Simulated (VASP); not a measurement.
Wanted: the native input for a VASP 6.6.1 run.

```yaml
Task: single point
Functional: r2SCAN
Potentials_or_basis: VASP PAW PBE potentials, release 64 (Li_sv, Be)
Cutoff: 830 eV
k_mesh: 8 × 8 × 8
Occupations: methfessel-paxton, width 0.1 eV
Spin: no spin polarisation
Dipole_correction: no
Further_INCAR_settings: ALGO = Normal; EDIFF = 1e-06; NBANDS = 10
```

Crystal: LiBe.

```
Li Be
1.0
     0.00000    2.36402    2.36402
     2.36402    0.00000    2.36402
     2.36402    2.36402    0.00000
Li Be
1 1
Direct
  0.00000 0.00000 0.00000
  0.50000 0.50000 0.50000
```

One way to write it, as run:

POSCAR

```
LiBe
1.0
    0.0000000000      2.3640243388      2.3640243388
    2.3640243388      0.0000000000      2.3640243388
    2.3640243388      2.3640243388      0.0000000000
Li Be
1 1
Direct
    0.0000000000      0.0000000000      0.0000000000
    0.5000000000      0.5000000000      0.5000000000
```

INCAR.step1

```
SYSTEM = LiBe
PREC = Accurate
ENCUT = 830
ISMEAR = 1
SIGMA = 0.1
LREAL = .FALSE.
LASPH = .TRUE.
NELM = 120
NBANDS = 10
GGA = PE
ALGO = Normal
EDIFF = 1E-5
LWAVE = .TRUE.
LCHARG = .FALSE.
GGA_COMPAT = .FALSE.
```

INCAR.step2

```
SYSTEM = LiBe
PREC = Accurate
ENCUT = 830
EDIFF = 1E-6
ISMEAR = 1
SIGMA = 0.1
LREAL = .FALSE.
LASPH = .TRUE.
NELM = 120
ALGO = Normal
ISIF = 2
LWAVE = .FALSE.
LCHARG = .FALSE.
METAGGA = R2SCAN
LMIXTAU = .TRUE.
NBANDS = 10
ISTART = 1
GGA_COMPAT = .FALSE.
```

KPOINTS

```
Automatic mesh
0
G
  8 8 8
  0 0 0
```

Potentials or basis: VASP PAW PBE potentials, release 64 (Li_sv, Be).

Command:

```bash
$ cat potpaw_PBE.64/Li_sv/POTCAR potpaw_PBE.64/Be/POTCAR > POTCAR
$ cp INCAR.step1 INCAR
$ mpirun -np 1 vasp_std > vasp.out
$ cp INCAR.step2 INCAR
$ mpirun -np 1 vasp_std > vasp.out
```

Results of the run:

```
Pressure               : 0.1 GPa
Band gap on the k mesh : zero (an odd number of electrons rules out a gap without spin polarisation)
```

Caveat: the PAW data sets were made with another functional, which shifts forces and pressure a little.

Run time: 30 s on 1 thread of Intel(R) Xeon(R) Platinum 8488C (Sapphire Rapids), with other jobs on the host, peak memory 0.18 GiB.
